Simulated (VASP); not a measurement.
Crystal: TiTl.

```
CELL_PARAMETERS angstrom
3.13911 0.00000 0.00000
-1.56956 2.71855 0.00000
0.00000 0.00000 5.46560
ATOMIC_POSITIONS crystal
Ti 0.33333 0.66667 0.50000
Tl 0.00000 0.00000 0.00000
```

The cell was built from a structure type or drawn by symmetry, and may not be a known phase.

* Program: VASP 6.6.1
* Task: relaxation of cell and atoms
* Functional: PBE
* Potentials or basis: VASP PAW PBE potentials, release 64 (Ti_sv, Tl_d)
* Cutoff: 600 eV
* k mesh: 6 × 6 × 4
* Occupations: gaussian, width 0.1 eV
* Spin: no spin polarisation

At the start: pressure -5.6 GPa; volume 23.32 Å³/atom.

Question: How do energy, volume and symmetry change on relaxing?

Answer: Over 7 steps the energy falls by 110.7 meV/atom and the volume is 21.17 Å³/atom (-9.2 %); space group P-6m2 (No. 187, to 0.1 Å) before and after.

Step by step:
| step | energy change (eV) | largest force (eV/Å) | pressure (GPa) | volume (Å³) |
| --- | --- | --- | --- | --- |
| 1 | 0.0000 | 0.0000 | -5.58 | 46.64 |
| 2 | -0.1804 | 0.0000 | 1.95 | 41.31 |
| 3 | -0.1806 | 0.0000 | 2.23 | 41.18 |
| 4 | -0.2189 | 0.0000 | 0.70 | 41.88 |
| 5 | -0.2212 | 0.0000 | 0.26 | 42.12 |
| 6 | -0.2212 | 0.0000 | 0.32 | 42.09 |
| 7 | -0.2213 | 0.0000 | -0.18 | 42.34 |

Final structure:
```cif
data_structure
_symmetry_space_group_name_H-M 'P 1'
_symmetry_Int_Tables_number 1
_cell_length_a 3.1797
_cell_length_b 3.1797
_cell_length_c 4.8354
_cell_angle_alpha 90.000
_cell_angle_beta 90.000
_cell_angle_gamma 120.000
_cell_volume 42.34
loop_
_atom_site_label
_atom_site_type_symbol
_atom_site_fract_x
_atom_site_fract_y
_atom_site_fract_z
_atom_site_occupancy
Ti1 Ti 0.33333 0.66667 0.50000 1
Tl1 Tl 0.00000 0.00000 0.00000 1
```

Caveat: the k points lie up to 0.38 Å⁻¹ apart in the final cell, too coarse for converged energies and pressures of a metal.
